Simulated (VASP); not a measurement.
# PtSe2 in VASP: further runs, part 2 of 2

VASP 6.6.1. The steps go on from the part before.

## 3. Single point, PBE+D3(BJ) (layers slid over each other)

The input, INCAR:

```
PREC     = Accurate       # precision mode
ENCUT    = 520            # plane-wave cutoff, eV
EDIFF    = 1E-6           # SCF threshold, eV
ISMEAR   = 0              # smearing method
SIGMA    = 0.05           # smearing width, eV
LREAL    = False          # projectors in reciprocal space
LASPH    = True           # aspherical terms in the spheres
NELM     = 100            # most SCF steps
ALGO     = Normal         # electronic algorithm
ISIF     = 2              # what is computed and relaxed
LWAVE    = False          # write WAVECAR
LCHARG   = False          # write CHGCAR
LDIPOL   = True         
IDIPOL   = 3            
DIPOL    = 0.5 0.5 0.386
GGA      = PE             # functional
IVDW     = 12             # dispersion correction
NBANDS   = 31             # bands
```

The input, KPOINTS:

```
Automatic mesh
0
Gamma
  9 9 1
```

The input, POSCAR:

```
PtSe2
1.0
    3.7070358307      0.0000000000      0.0000000000
   -1.8535179153      3.2103872021      0.0000000000
    0.0000000000      0.0000000000     22.7981611688
Se Pt
4 2
Direct
    0.6666666667      0.3333333333      0.1973843402
    0.3333333333      0.6666666667      0.3135814565
    0.5000000000      1.0000000000      0.4587686045
    0.1666666667      1.3333333333      0.5749657208
    0.0000000000      0.0000000000      0.2554828983
   -0.1666666667      0.6666666667      0.5168671626
```

Potentials or basis: VASP PAW PBE potentials, release 64 (Se, Pt).

Launch:

```bash
cat potpaw_PBE.64/Se/POTCAR potpaw_PBE.64/Pt/POTCAR > POTCAR
mpirun -np 1 vasp_std > vasp.out
```

OUTCAR:

```text
PREC = Accurate
   ENCUT = 520
   EDIFF = 1E-6
   ISMEAR = 0
   LREAL = False
   LASPH = True
   NELM = 100
   ISIF = 2
   GGA = PE
   IVDW = 12
 IVDW          = 12

 ion  position               nearest neighbor table
   1  0.667  0.333  0.197-   5 2.52   5 2.52   5 2.52
   2  0.333  0.667  0.314-   5 2.52   5 2.52   5 2.52
   3  0.500  0.000  0.459-   6 2.52   6 2.52   6 2.52
   4  0.167  0.333  0.575-   6 2.52   6 2.52   6 2.52
   5  0.000  0.000  0.255-   1 2.52   1 2.52   1 2.52   2 2.52   2 2.52   2 2.52
   6  0.833  0.667  0.517-   3 2.52   3 2.52   3 2.52   4 2.52   4 2.52   4 2.52

  LATTYP: Found a hexagonal cell.
 ALAT       =     3.7070358307
 C/A-ratio  =     6.1499705452

  Lattice vectors:

 A1 = (   3.7070358307,   0.0000000000,   0.0000000000)
 A2 = (  -1.8535179153,   3.2103872021,   0.0000000000)
 A3 = (   0.0000000000,   0.0000000000,  22.7981611688)

Analysis of symmetry for initial positions (statically):
=====================================================================
 Subroutine PRICEL returns:
 Original cell was already a primitive cell.

 Routine SETGRP: Setting up the symmetry group for a
 hexagonal supercell.

 Subroutine GETGRP returns: Found  4 space group operations
 (whereof  2 operations were pure point group operations)
 out of a pool of 24 trial point group operations.

The static configuration has the point symmetry C_1h.
 The point group associated with its full space group is C_2h.

Analysis of symmetry for dynamics (positions and initial velocities):
=====================================================================
 Subroutine PRICEL returns:
 Original cell was already a primitive cell.

 Routine SETGRP: Setting up the symmetry group for a
 hexagonal supercell.

 Subroutine GETGRP returns: Found  4 space group operations
 (whereof  2 operations were pure point group operations)
 out of a pool of 24 trial point group operations.

The dynamic configuration has the point symmetry C_1h.
 The point group associated with its full space group is C_2h.

 Subroutine INISYM returns: Found  4 space group operations
 (whereof  2 operations are pure point group operations),
 and found     1 'primitive' translations

[... 133 lines left out ...]
 Gauss-broadening in eV      SIGMA  =   0.05
  energy-cutoff  :      520.00
  volume of cell :      271.32
 maximum number of plane-waves:      7334
   NGX = 13   NGY = 13   NGZ = 85

 dipolmoment           0.000000      0.000000      0.000073 electrons x Angstroem

 number of electron      44.0000001 magnetization

 dipolmoment           0.000000      0.000000     -0.000002 electrons x Angstroem

 Free energy of the ion-electron system (eV)
  ---------------------------------------------------
  ext. energy  EPLUGINS =         0.00000000
  ---------------------------------------------------
  free energy    TOTEN  =       -28.53397489 eV

  energy without entropy =      -28.53397489  energy(sigma->0) =      -28.53397489

 E-fermi :   0.0297     XC(G=0):  -5.4792

 val. band max:       -0.2564605848   @ k =  -0.2222   0.1111   0.0000
 cond. band min:       0.5084860071   @ k =   0.2222  -0.0000   0.0000
 fundamental gap:      0.7649465920
 Fermi energy:         0.0296528829

 k-point     1 :       0.0000    0.0000    0.0000
  band No.  band energies     occupation
      1     -14.7824      2.00000
      2     -14.6986      2.00000
      3     -13.0588      2.00000
      4     -12.8969      2.00000
      5      -6.0763      2.00000
      6      -5.7802      2.00000
[... 805 lines left out ...]
     30       6.9388      0.00000
     31       7.3714      0.00000

 [... further k-points ...]

------------------------ aborting loop because EDIFF is reached ----------------------------------------

 vacuum level on the upper side and lower side of the slab       (xc-potential included)        -0.112        -0.113

 Edisp (eV)   -2.09923

 E8    (eV) :    -0.9302

  FORCE on cell =-STRESS in cart. coord.  units (eV):
  Direction    XX          YY          ZZ          XY          YZ          ZX
  --------------------------------------------------------------------------------------
  -------------------------------------------------------------------------------------
  Total      -0.15383     0.13883    -0.32475     0.00000     0.34440     0.00000
  in kB      -0.90839     0.81979    -1.91765     0.00000     2.03369     0.00000
  external pressure =       -0.67 kB  Pullay stress =        0.00 kB

 VOLUME and BASIS-vectors are now :
 -----------------------------------------------------------------------------
  energy-cutoff  :      520.00
  volume of cell :      271.32
      direct lattice vectors                 reciprocal lattice vectors
     3.707035831  0.000000000  0.000000000     0.269757306  0.155744453  0.000000000
    -1.853517915  3.210387202  0.000000000     0.000000000  0.311488907  0.000000000
     0.000000000  0.000000000 22.798161169     0.000000000  0.000000000  0.043863187

 POSITION                                       TOTAL-FORCE (eV/Angst)
 -----------------------------------------------------------------------------------
      1.85352      1.07013      4.50000        -0.000000     -0.045190     -0.012211
     -0.00000      2.14026      7.14908        -0.000000     -0.082164     -0.014159
      1.85352      0.00000     10.45908         0.000000      0.082164      0.014159
      0.00000      1.07013     13.10816         0.000000      0.045190      0.012211
      0.00000      0.00000      5.82454         0.000000      0.053446      0.071931
      1.85352      2.14026     11.78362        -0.000000     -0.053446     -0.071931
 -----------------------------------------------------------------------------------
    total drift:                                0.000000      0.000000     -0.000075

  FREE ENERGIE OF THE ION-ELECTRON SYSTEM (eV)
  ---------------------------------------------------
  free  energy   TOTEN  =       -30.6332035799 eV

  energy  without entropy=      -30.6332035799  energy(sigma->0) =      -30.63320358

 vacuum level on the upper side and lower side of the slab         4.910         4.911
```

It took 3.9 min on 1 thread of Intel Xeon Platinum 8559C (Emerald Rapids), shared host; peak memory 0.47 GiB.

Results:

| Item | Value |
| --- | --- |
| Free energy | -30.6332 eV |
| Largest force | 0.090 eV/Å |
| Band gap on the k mesh | 0.77 eV (least direct gap 0.99 eV) |
| Dispersion energy per atom | -0.350 eV |

Forces in eV/Å, atoms in the order of the input:
```
Se   0.000 -0.045 -0.012
Se   0.000 -0.082 -0.014
Se   0.000  0.082  0.014
Se   0.000  0.045  0.012
Pt   0.000  0.053  0.072
Pt   0.000 -0.053 -0.072
```

Levels at points of the mesh, in eV from the valence-band top:
```tsv
k point	band 20	band 21	band 22	band 23	band 24	band 25
(0.00, 0.00, 0.00)	-0.45	-0.41	-0.36	2.49	2.51	2.53
```

Caveat: the cell differs from its parent crystal (layers slid over each other); spin-orbit coupling is left out, which moves the levels of the heavy elements.

## 4. Single point, PBE+D3(BJ) (layers slid over each other)

The input, INCAR:

```
SYSTEM = PtSe2
  PREC = Accurate
  ENCUT = 520
  EDIFF = 1E-6
  ISMEAR = 0
  SIGMA = 0.05
  LREAL = .False.
  LASPH = .True.
  NELM = 60
  ALGO = Normal
  ISIF = 2
  LWAVE = .False.
  LCHARG = .False.
  LDIPOL = .True.
  IDIPOL = 3
  DIPOL = 0.5 0.5 0.386
  GGA = PE
  IVDW = 12
  NBANDS = 31
```

The input, KPOINTS:

```
regular mesh
0
Gamma
  9 9 1
  0 0 0
```

The input, POSCAR:

```
PtSe2
1.0
    3.7070358307      0.0000000000      0.0000000000
   -1.8535179153      3.2103872021      0.0000000000
    0.0000000000      0.0000000000     22.7981611688
Se Pt
4 2
Direct
    0.6666666667      0.3333333333      0.1973843402
    0.3333333333      0.6666666667      0.3135814565
    0.6666666667      0.8333333333      0.4587686045
    0.3333333333      1.1666666667      0.5749657208
    0.0000000000      0.0000000000      0.2554828983
    0.0000000000      0.5000000000      0.5168671626
```

Launch:

```bash
cat potpaw_PBE.64/Se/POTCAR potpaw_PBE.64/Pt/POTCAR > POTCAR
mpirun -np 1 vasp_std > vasp.out
```

Run time: 3.8 min. Hardware: 1 thread of Intel Xeon Platinum 8559C (Emerald Rapids), shared host; peak memory 0.46 GiB.

The run converged. Its results:

| Item | Value |
| --- | --- |
| Free energy | -30.6308 eV |
| Largest force | 0.064 eV/Å |
| Band gap on the k mesh | 0.81 eV (least direct gap 1.05 eV) |
| Dispersion energy per atom | -0.350 eV |

Forces on the atoms (eV/Å):
```
Se  -0.032 -0.018 -0.009
Se  -0.053 -0.031 -0.015
Se   0.053  0.031  0.015
Se   0.032  0.018  0.009
Pt   0.025  0.014  0.057
Pt  -0.025 -0.014 -0.057
```

Levels at points of the mesh, in eV from the valence-band top:
| k point | band 19 | band 20 | band 21 | band 22 | band 23 | band 24 | band 25 | band 26 |
| --- | --- | --- | --- | --- | --- | --- | --- | --- |
| (0.00, 0.00, 0.00) | -0.42 | -0.41 | -0.37 | -0.32 | 2.51 | 2.54 | 2.58 | 2.62 |

Caveat: the cell differs from its parent crystal (layers slid over each other); spin-orbit coupling is left out, which moves the levels of the heavy elements.

## 5. Summary

| cell | gap on the mesh (eV) | largest force (eV/Å) |
| --- | --- | --- |
| as given, atomic positions A | 0.87 | 0.09 |
| as given, atomic positions B | 0.77 | 0.09 |
| as given, atomic positions C | 0.81 | 0.06 |

Alike in all rows: task single point; level PBE+D3(BJ); potentials or basis VASP PAW PBE potentials, release 64 (Se, Pt); no spin polarisation; k mesh 9 × 9 × 1; cutoff (eV) 520; smearing gaussian 0.05 eV.

Caveats: spin-orbit coupling is left out, which moves the levels of the heavy elements.

Absolute energies hang on the potentials; compare differences alone.
